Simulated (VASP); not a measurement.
A run of VASP 6.6.1 is set up as follows.

Contents of INCAR:

```
PREC = Accurate ; ENCUT = 520
EDIFF = 1E-7 ; ISMEAR = 0
SIGMA = 0.15 ; LREAL = False
LASPH = True ; NELM = 100
ALGO = Normal ; ISIF = 2
LWAVE = False ; LCHARG = False
GGA = PS ; NBANDS = 16
```

Contents of KPOINTS:

```
Automatic mesh
0
Gamma
  18 18 16
```

Contents of POSCAR:

```
WC
1.0
    2.9295064504      0.0000000000      0.0000000000
   -1.4647532252      2.4867888480      0.0000000000
    0.0000000000      0.0000000000      2.8290000000
W C
1 1
Direct
    0.0000000000      0.0000000000      0.0000000000
    0.6666666667      0.3333333333      0.5000000000
```

Potentials or basis: VASP PAW PBE potentials, release 64 (W_sv, C).

Run with:

```console
$ cat potpaw_PBE.64/W_sv/POTCAR potpaw_PBE.64/C/POTCAR > POTCAR
$ mpirun -np 1 vasp_std > vasp.out
```

(1) Predict the largest force.

(2) Estimate the pressure.

(3) Predict the band gap on the k mesh.

Answers

(1) 0.122 eV/Å.

(2) 0.7 GPa.

(3) zero (bands 9 and 10 overlap by 1.26 eV).

Caveat: the cell differs from its parent crystal (strain +0.0100 x Voigt [1, -1, 0, 0, 0, 0]); the PAW data sets were made with another functional, which shifts forces and pressure a little; spin-orbit coupling is left out, which moves the levels of the heavy elements.
